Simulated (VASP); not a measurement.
Write the native input for VASP 6.6.1 that does the following.

```
Task                   : relaxation of cell and atoms
Functional             : PBE
Potentials or basis    : VASP PAW PBE potentials, release 64 (Zn, S)
Cutoff                 : 600 eV
k mesh                 : 14 × 14 × 14
Occupations            : fermi-dirac, width 0.08 eV
Spin                   : no spin polarisation
Target pressure        : 120 GPa
Dipole correction      : no
Further INCAR settings : ALGO = Normal; EDIFF = 1e-06; IBRION = 2; EDIFFG = -0.005; NSW = 60; ISIF = 3
```

The structure of ZnS (zincblende type) lies in POSCAR:

```
ZnS
1.0
    0.0000000000      2.2273187106      2.2273187106
    2.2273187106      0.0000000000      2.2273187106
    2.2273187106      2.2273187106      0.0000000000
Zn S
1 1
Direct
    0.0000000000      0.0000000000      0.0000000000
    0.2500000000      0.2500000000      0.2500000000
```

One way to write it, as run:

INCAR

```
SYSTEM = ZnS
  ALGO = Normal
  EDIFF = 1E-6
  EDIFFG = -0.005
  ENCUT = 600
  GGA = PE
  IBRION = 2
  ISIF = 3
  ISMEAR = -1
  LASPH = .TRUE.
  LCHARG = .FALSE.
  LREAL = .FALSE.
  LWAVE = .FALSE.
  NELM = 80
  NSW = 60
  PREC = Accurate
  PSTRESS = 1200.0
  SIGMA = 0.08
```

KPOINTS

```
k-points
0
G
  14 14 14
  0 0 0
```

Potentials or basis: VASP PAW PBE potentials, release 64 (Zn, S).

The run is started by

```bash
$ cat potpaw_PBE.64/Zn/POTCAR potpaw_PBE.64/S/POTCAR > POTCAR
$ mpirun -np 1 vasp_std > vasp.out
```

Results of the run:

The relaxed volume is 11.86 Å³/atom and the relaxed cell is a = 3.225 Å, b = 3.225 Å, c = 3.225 Å, α = 60.00°, β = 60.00°, γ = 60.00°. The space group after relaxing (to 0.05 Å) is F-43m (No. 216). The energy change on relaxing (the enthalpy is what falls) is -696.4 meV/atom, the ionic steps are 16 and the pressure after relaxing is 120.0 GPa. The band gap on the k mesh is 1.81 eV, indirect (least direct gap 4.57 eV).

Caveat: the cell is relaxed towards a set pressure, so the enthalpy falls and the energy may rise.

It took 3.7 min on 1 thread of AMD EPYC 9R45 (Zen 5), with other jobs on the host, peak memory 0.16 GiB.
